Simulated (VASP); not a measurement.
The system is Bi.

```
CELL_PARAMETERS angstrom
-1.94098 1.94098 1.94098
1.94098 -1.94098 1.94098
1.94098 1.94098 -1.94098
ATOMIC_POSITIONS crystal
Bi 0.00000 0.00000 0.00000
```

This isn't the form of Bi at room conditions, which is rhombohedral.

Base run:

- Program: VASP 6.6.1
- Functional: b88 exchange, pbe correlation
- Potentials or basis: VASP PAW PBE potentials, release 64 (Bi_d)
- Cutoff: 500 eV
- k mesh: 9 × 9 × 9
- Occupations: fermi-dirac, width 0.05 eV
- Spin: no spin polarisation

Its results: band gap on the k mesh zero (an odd number of electrons rules out a gap without spin polarisation); pressure 4.7 GPa.

Question: The run is repeated on the same cell with these changes: functional from b88 exchange, pbe correlation to PBE0; cutoff from 500 eV to 520 eV; k mesh from 9 × 9 × 9 to 6 × 6 × 6. What comes out?

Answer: Band gap on the k mesh zero (an odd number of electrons rules out a gap without spin polarisation); pressure 3.0 GPa.

Several settings changed at once.

Caveats: some runs use coarse meshes; the PAW data sets were made with another functional, which shifts forces and pressure a little; spin-orbit coupling is left out, which moves the levels of the heavy elements; the cell stands under pressure (at least some runs).
